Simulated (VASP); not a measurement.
# CuO (C2/c) in VASP: single point with PBEsol+U

Aim: the single point of CuO with PBEsol+U.

Everything below comes from runs of VASP 6.6.1. Logs are shortened: lines on timing, memory, paths and dates and some standing lists are left out, and cuts for length are marked.

## Step 1: The cell of the first run

It takes space group C2/c (No. 15, monoclinic). The conventional cell has a = 4.684 Å, b = 3.423 Å, c = 5.129 Å, α = 90.00°, β = 99.54°, γ = 90.00°. Cu (site symmetry -1) has 4 O at 1.95 to 1.96 Å within 2.6 Å. Within 2.6 Å of O (site symmetry 2) lie 4 Cu at 1.95 to 1.96 Å.

## Step 2: Single point, PBEsol+U, collinear spin, ferromagnetic start

The input, INCAR:

```
  PREC = Accurate
  ENCUT = 520
  EDIFF = 1E-6
  ISMEAR = 0
  SIGMA = 0.01
  LREAL = False
  LASPH = True
  NELM = 150
  ALGO = Normal
  ISIF = 2
  LWAVE = False
  LCHARG = False
  ISPIN = 2
  MAGMOM = 1 1 0 0
  LORBIT = 11
  NUPDOWN = 2.0
  LMAXMIX = 4
  LDAU = True
  LDAUTYPE = 2
  LDAUL = 2 -1
  LDAUU = 8 0
  LDAUJ = 0 0
  LDAUPRINT = 1
  GGA = PS
  NBANDS = 29
```

The input, KPOINTS:

```
regular mesh
0
Gamma
  8 8 5
```

The input, POSCAR:

```
CuO
1.0
    2.3420000000     -1.7115000000      0.0000000000
    2.3420000000      1.7115000000      0.0000000000
   -0.8500605740      0.0000000000      5.0580666287
Cu O
2 2
Direct
    0.0000000000      0.5000000000      0.0000000000
    0.5000000000      0.0000000000      0.5000000000
    0.5791751782      0.4208248218      0.2500000000
    0.4208248218      0.5791751782      0.7500000000
```

Potentials or basis: VASP PAW PBE potentials, release 64 (Cu, O).

Started as:

```bash
$ cat potpaw_PBE.64/Cu/POTCAR potpaw_PBE.64/O/POTCAR > POTCAR
$ mpirun -np 1 vasp_std > vasp.out
```

OUTCAR:

```text
PREC = Accurate
   ENCUT = 520
   EDIFF = 1E-6
   ISMEAR = 0
   LREAL = False
   LASPH = True
   NELM = 150
   ISIF = 2
   ISPIN = 2
   LORBIT = 11
   NUPDOWN = 2.0
   GGA = PS

 ion  position               nearest neighbor table
   1  0.000  0.500  0.000-   3 1.95   4 1.95   4 1.96   3 1.96
   2  0.500  0.000  0.500-   4 1.95   3 1.95   4 1.96   3 1.96
   3  0.579  0.421  0.250-   2 1.95   1 1.95   2 1.96   1 1.96
   4  0.421  0.579  0.750-   1 1.95   2 1.95   2 1.96   1 1.96

  LATTYP: Found a base centered monoclinic cell.
 ALAT       =     4.6840000000
 B/A-ratio  =     0.7307856533
 C/A-ratio  =     1.0950042699
 COS(beta)  =    -0.1657361228

  Lattice vectors:

 A1 = (   2.3420000000,  -1.7115000000,   0.0000000000)
 A2 = (   2.3420000000,   1.7115000000,   0.0000000000)
 A3 = (  -0.8500605740,   0.0000000000,   5.0580666287)

Analysis of symmetry for initial positions (statically):
=====================================================================
 Subroutine PRICEL returns:
 Original cell was already a primitive cell.

 Routine SETGRP: Setting up the symmetry group for a
 base centered monoclinic supercell.

 Subroutine GETGRP returns: Found  4 space group operations
 (whereof  2 operations were pure point group operations)
 out of a pool of  4 trial point group operations.

The static configuration has the point symmetry S_2 .
 The point group associated with its full space group is C_2h.

Analysis of symmetry for dynamics (positions and initial velocities):
=====================================================================
 Subroutine PRICEL returns:
 Original cell was already a primitive cell.

 Routine SETGRP: Setting up the symmetry group for a
 base centered monoclinic supercell.

 Subroutine GETGRP returns: Found  4 space group operations
[... 220 lines left out ...]

  o =  0.3182  v =  0.0000  0.0000  0.0000  0.0000  0.0000  0.1069  0.5563  0.0125  0.7835 -0.2550      0.0000  0.0000  0.0000  0.0000  0.0000  0.0000  0.0000  0.0000  0.0000  0.0000
  o =  0.9672  v =  0.0000  0.0000  0.0000  0.0000  0.0000 -0.8465 -0.0967 -0.4898  0.1821 -0.0302      0.0000  0.0000  0.0000  0.0000  0.0000  0.0000  0.0000  0.0000  0.0000  0.0000
  o =  0.9727  v =  0.8489  0.0681  0.5018 -0.1509 -0.0095  0.0000  0.0000  0.0000  0.0000  0.0000      0.0000  0.0000  0.0000  0.0000  0.0000  0.0000  0.0000  0.0000  0.0000  0.0000
  o =  0.9767  v =  0.0000  0.0000  0.0000  0.0000  0.0000 -0.0264 -0.3722  0.2606  0.5029  0.7349      0.0000  0.0000  0.0000  0.0000  0.0000  0.0000  0.0000  0.0000  0.0000  0.0000
  o =  0.9774  v =  0.0000  0.0000  0.0000  0.0000  0.0000  0.0906 -0.7173  0.1327  0.2963 -0.6098      0.0000  0.0000  0.0000  0.0000  0.0000  0.0000  0.0000  0.0000  0.0000  0.0000
  o =  0.9800  v =  0.0041  0.6793 -0.2848 -0.5972 -0.3176  0.0000  0.0000  0.0000  0.0000  0.0000      0.0000  0.0000  0.0000  0.0000  0.0000  0.0000  0.0000  0.0000  0.0000  0.0000
  o =  0.9809  v =  0.0697 -0.4362 -0.0714  0.0138 -0.8942  0.0000  0.0000  0.0000  0.0000  0.0000      0.0000  0.0000  0.0000  0.0000  0.0000  0.0000  0.0000  0.0000  0.0000  0.0000
  o =  0.9845  v =  0.0000  0.0000  0.0000  0.0000  0.0000  0.5129 -0.1679 -0.8212  0.1108  0.1488      0.0000  0.0000  0.0000  0.0000  0.0000  0.0000  0.0000  0.0000  0.0000  0.0000
  o =  0.9861  v = -0.5171  0.1501  0.8136 -0.1248 -0.1805  0.0000  0.0000  0.0000  0.0000  0.0000      0.0000  0.0000  0.0000  0.0000  0.0000  0.0000  0.0000  0.0000  0.0000  0.0000
  o =  1.0411  v =  0.0837  0.5667  0.0105  0.7777 -0.2587  0.0000  0.0000  0.0000  0.0000  0.0000      0.0000  0.0000  0.0000  0.0000  0.0000  0.0000  0.0000  0.0000  0.0000  0.0000

 number of electron      34.0000002 magnetization       2.0000001

 Free energy of the ion-electron system (eV)
  ---------------------------------------------------
  ext. energy  EPLUGINS =         0.00000000
  ---------------------------------------------------
  free energy    TOTEN  =       -17.22148752 eV

  energy without entropy =      -17.22148752  energy(sigma->0) =      -17.22148752

 E-fermi :   3.6652     XC(G=0): -12.1082

 val. band max:        4.8620896759   @ k =   0.5000   0.5000   0.0000
 cond. band min:       6.1183587257   @ k =   0.2500  -0.0000   0.4000
 fundamental gap:      1.2562690499
 Fermi energy:         4.9948781557

 spin component 1

 k-point     1 :       0.0000    0.0000    0.0000
  band No.  band energies     occupation
      1     -14.1967      1.00000
      2     -12.7457      1.00000
      3      -3.8033      1.00000
      4      -3.6448      1.00000
      5      -3.3877      1.00000
      6      -1.7261      1.00000
[... 1529 lines left out ...]
     28      24.8871      0.00000
     29      26.2825      0.00000

 [... further k-points ...]
[... 5 lines left out ...]
  --------------------------------------------------------------------------------------
  -------------------------------------------------------------------------------------
  Total       -1.8675566     -1.2873928     -1.8018398      0.0000000      0.0000000      0.4385897
  in kB      -73.7914477    -50.8678445    -71.1948245      0.0000000      0.0000000     17.3296843
  external PRESSURE =     -65.2847056 kB  Pullay stress =       0.0000000 kB

 VOLUME and BASIS-vectors are now :
 -----------------------------------------------------------------------------
  energy-cutoff  :      520.00
  volume of cell :       40.55
      direct lattice vectors                 reciprocal lattice vectors
     2.342000000 -1.711500000  0.000000000     0.213492741 -0.292141396  0.035879670
     2.342000000  1.711500000  0.000000000     0.213492741  0.292141396  0.035879670
    -0.850060574  0.000000000  5.058066629     0.000000000  0.000000000  0.197703999

 POSITION                                       TOTAL-FORCE (eV/Angst)
 -----------------------------------------------------------------------------------
      1.17100      0.85575      0.00000        -0.000000      0.000000     -0.000000
      0.74597     -0.85575      2.52903        -0.000000      0.000000     -0.000000
      2.12948     -0.27102      1.26452         0.000000      0.029906     -0.000000
      1.70445      0.27102      3.79355        -0.000000     -0.029906      0.000000
 -----------------------------------------------------------------------------------
    total drift:                                0.000000     -0.000000     -0.000000

  FREE ENERGIE OF THE ION-ELECTRON SYSTEM (eV)
  ---------------------------------------------------
  free  energy   TOTEN  =       -17.2214875166 eV

  energy  without entropy=      -17.2214875166  energy(sigma->0) =      -17.22148752

 total charge

# of ion       s       p       d       tot
------------------------------------------
    1        0.381   0.402   9.162   9.945
    2        0.381   0.402   9.162   9.945
    3        1.548   3.437   0.000   4.985
    4        1.548   3.437   0.000   4.985
--------------------------------------------------
tot          3.857   7.677  18.325  29.859

 magnetization (x)

# of ion       s       p       d       tot
------------------------------------------
    1       -0.002   0.003   0.736   0.738
    2       -0.002   0.003   0.736   0.738
    3        0.017   0.217   0.000   0.234
    4        0.017   0.217   0.000   0.234
--------------------------------------------------
tot          0.030   0.441   1.473   1.945
```

OSZICAR:

```text
N       E                     dE             d eps       ncg     rms          rms(c)
DAV:   1     0.305971268866E+03    0.30597E+03   -0.16152E+04 12043   0.193E+03
DAV:   2     0.229818833595E+02   -0.28299E+03   -0.25601E+03 10868   0.385E+02
DAV:   3    -0.176526819384E+02   -0.40635E+02   -0.38461E+02 12027   0.144E+02
DAV:   4    -0.188687202983E+02   -0.12160E+01   -0.12101E+01 12523   0.276E+01
DAV:   5    -0.188873188157E+02   -0.18599E-01   -0.18597E-01 12131   0.344E+00    0.139E+01
DAV:   6    -0.166645676184E+02    0.22228E+01   -0.14693E+01 15692   0.137E+02    0.545E+00
DAV:   7    -0.170839342944E+02   -0.41937E+00   -0.34272E+00 15479   0.439E+01    0.283E+00
DAV:   8    -0.171815648923E+02   -0.97631E-01   -0.43415E-01 16432   0.141E+01    0.235E+00
DAV:   9    -0.171991214802E+02   -0.17557E-01   -0.99513E-02 14808   0.127E+01    0.799E-01
DAV:  10    -0.172188023466E+02   -0.19681E-01   -0.46615E-02 16885   0.660E+00    0.169E-01
DAV:  11    -0.172204761795E+02   -0.16738E-02   -0.12269E-02 16112   0.196E+00    0.931E-02
DAV:  12    -0.172212107872E+02   -0.73461E-03   -0.47690E-04 16142   0.637E-01    0.653E-02
DAV:  13    -0.172214315146E+02   -0.22073E-03   -0.16322E-04 17232   0.455E-01    0.434E-02
DAV:  14    -0.172214633014E+02   -0.31787E-04   -0.10270E-04 18199   0.303E-01    0.114E-02
DAV:  15    -0.172214781393E+02   -0.14838E-04   -0.30938E-05 16878   0.104E-01    0.911E-03
DAV:  16    -0.172214866213E+02   -0.84821E-05   -0.80880E-06 13514   0.118E-01    0.479E-03
DAV:  17    -0.172214875166E+02   -0.89529E-06   -0.33440E-06 10436   0.327E-02
   1 F= -.17221488E+02 E0= -.17221488E+02  d E =-.627654E-15  mag=     2.0000
```

It took 92 s on 1 thread of Intel Xeon 6975P-C (Granite Rapids), shared host; peak memory 0.28 GiB.

Results:

```
Free energy                                           : -17.2215 eV
Pressure                                              : -6.5 GPa
Largest force                                         : 0.030 eV/Å
Net moment                                            : 2.00 μB per cell
Site moments                                          : Cu +0.74; O +0.23 μB
Valence electrons inside the program's atomic spheres : Cu 9.95; O 4.99
```

Forces in eV/Å, atoms in the order of the input:
```
Cu   0.000  0.000  0.000
Cu   0.000  0.000  0.000
O    0.000  0.030  0.000
O    0.000 -0.030  0.000
```

Stress tensor (GPa, compression positive):
```
-7.38  0.00  1.73
 0.00 -5.09  0.00
 1.73  0.00 -7.12
```

Eigenvalues of the final occupation matrices:
| site | spin | trace | eigenvalues |
| --- | --- | --- | --- |
| site 1 d | 1 | 4.96 | 0.97 0.98 0.98 0.99 1.04 |
| site 1 d | 2 | 4.22 | 0.32 0.97 0.98 0.98 0.98 |
| site 2 d | 1 | 4.96 | 0.97 0.98 0.98 0.99 1.04 |
| site 2 d | 2 | 4.22 | 0.32 0.97 0.98 0.98 0.98 |

Caveat: the PAW data sets were made with another functional, which shifts forces and pressure a little; the total moment is fixed, so each spin has its own Fermi level. The state reached can hang on the start; a lower one may exist.
